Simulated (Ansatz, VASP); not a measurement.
## Ni: VASP beside Ansatz

The input INCAR:

```
SYSTEM = Ni
PREC = Accurate ; ENCUT = 520
EDIFF = 1E-7 ; ISMEAR = 0
SIGMA = 0.3 ; LREAL = .False.
LASPH = .True. ; NELM = 150
ALGO = Normal ; ISIF = 2
LWAVE = .False. ; LCHARG = .False.
ISPIN = 2 ; MAGMOM = 0.672
LORBIT = 11 ; LMAXMIX = 4
GGA = PE ; NBANDS = 15
```

File KPOINTS:

```
Automatic mesh
0
Gamma
  15 15 15
  0 0 0
```

Contents of POSCAR:

```
Ni
1.0
    0.0000000000      1.7596893266      1.7596893266
    1.7596893266      0.0000000000      1.7596893266
    1.7596893266      1.7596893266      0.0000000000
Ni
1
Direct
    0.0000000000      0.0000000000      0.0000000000
```

Input for Ansatz:

```yaml
crystal:
  lattice:
    - [0.0, 1.7596893266, 1.7596893266]
    - [1.7596893266, 0.0, 1.7596893266]
    - [1.7596893266, 1.7596893266, 0.0]
  atoms:
    - { symbol: Ni, position: [0.0, 0.0, 0.0], spin: 0.672 }
hamiltonian:
  xc: pbe
  pseudopotentials:
    kind: paw
    azcp:
      Ni: "pseudopotentials/Ni.paw.azcp"
basis:
  ecutwfc: 420
  fft_grid_basis: typed
kpoints:
  mp_grid: { grid: [15, 15, 15], shift: [0, 0, 0] }
magnetization:
  spin_polarized: true
scf:
  occupations: { method: gaussian, width: 0.3 }
  lower_state_search: "off"
output:
  stress: true
  write_density: true
  write_potential: true
  elf: true
  volumetric_format: npy
```

Alike in both runs: task single point; functional PBE; k mesh 15 × 15 × 15; occupations gaussian, width 0.3 eV; collinear spin.

|  | VASP | Ansatz |
| --- | --- | --- |
| version | VASP 6.6.1 | Ansatz 0.2.0 |
| potentials or method | VASP PAW PBE potentials, release 64 (Ni), cutoff 520 eV | plane waves (420 eV) with PAW, scalar-relativistic |
| valence electrons in the cell | 10 | 18 |

Ansatz gave:

```
pressure (GPa)                                                : 0.4
net moment per atom (μB)                                      : 0.63
size of the moment on the site where the two differ most (μB) : 0.67
```

Q: What did VASP give for the same quantities?

A: Pressure (GPa): 0.3; net moment per atom (μB): 0.62; size of the moment on the site where the two differ most (μB): 0.63.

Site moments also hang on the region over which each program counts them. VASP's potentials hold 10 valence electrons a cell and Ansatz's 18, so a difference there can come from the potentials and not from the codes.
